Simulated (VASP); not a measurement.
Wanted: the native input for a VASP 6.6.1 run.

| Property | Result |
| --- | --- |
| Task | single point |
| Functional | PBE |
| Potentials or basis | VASP PAW PBE potentials, release 64 (Re) |
| Cutoff | 520 eV |
| k mesh | 10 × 10 × 10 |
| Occupations | gaussian, width 0.15 eV |
| Spin | no spin polarisation |
| Dipole correction | no |
| Further INCAR settings | ALGO = Normal; EDIFF = 1e-07; NBANDS = 10 |

The structure of Re lies in POSCAR:

```
Re
1.0
    0.0000000000      2.2153376773      1.6267224564
    2.2153376773      0.0000000000      1.6267224564
    2.2153376773      2.2153376773      0.0000000000
Re
1
Direct
    0.0000000000      0.0000000000      0.0000000000
```

This cell differs from its parent crystal: volume 15.967 Å^3 an atom, c/a of the conventional cell 0.7343.

One way to write it, as run:

INCAR

```
PREC = Accurate ; ENCUT = 520
EDIFF = 1E-7 ; ISMEAR = 0
SIGMA = 0.15 ; LREAL = False
LASPH = True ; NELM = 80
ALGO = Normal ; ISIF = 2
LWAVE = False ; LCHARG = True
GGA = PE ; LELF = True
LVHAR = True ; NBANDS = 10
```

KPOINTS

```
regular mesh
0
Gamma
  10 10 10
```

Potentials or basis: VASP PAW PBE potentials, release 64 (Re).

Command:

```bash
$ cat potpaw_PBE.64/Re/POTCAR > POTCAR
$ mpirun -np 1 vasp_std > vasp.out
```

It gave:

The pressure is -18.3 GPa.

Wall time 13 s on 1 thread of Intel Xeon 6975P-C, with other jobs on the host, peak memory 0.14 GiB.
